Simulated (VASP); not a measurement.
Here is a VASP 6.6.1 calculation.

Contents of INCAR:

```
PREC     = Accurate       # precision mode
ENCUT    = 520            # plane-wave cutoff, eV
EDIFF    = 1E-7           # SCF threshold, eV
ISMEAR   = 0              # smearing method
SIGMA    = 0.05           # smearing width, eV
LREAL    = False          # projectors in reciprocal space
LASPH    = True           # aspherical terms in the spheres
NELM     = 100            # most SCF steps
ALGO     = Normal         # electronic algorithm
ISIF     = 2              # what is computed and relaxed
LWAVE    = False          # write WAVECAR
LCHARG   = True           # write CHGCAR
GGA      = PE             # functional
LELF     = True           # ELF
LVHAR    = True         
NBANDS   = 16             # bands
```

File KPOINTS:

```
Automatic mesh
0
Gamma
  8 8 8
```

The input POSCAR:

```
CdS
1.0
    0.0000000000      2.9100000000      2.9100000000
    2.9100000000      0.0000000000      2.9100000000
    2.9100000000      2.9100000000      0.0000000000
Cd S
1 1
Direct
    0.0042955326     -0.0042955326      0.0042955326
    0.7500000000      0.7500000000      0.7500000000
```

Potentials or basis: VASP PAW PBE potentials, release 64 (Cd, S).

The run is started by

```sh
$ cat potpaw_PBE.64/Cd/POTCAR potpaw_PBE.64/S/POTCAR > POTCAR
$ mpirun -np 1 vasp_std > vasp.out
```

(1) Estimate the band gap on the k mesh.

(2) Estimate the largest force.

(3) Estimate the pressure.

## Answers

(1) 1.16 eV, direct.

(2) 0.134 eV/Å.

(3) 3.7 GPa.

Caveat: the cell differs from its parent crystal (all Cd atoms moved +0.025 Å, as atom 1 along Cartesian [0 1 0]).
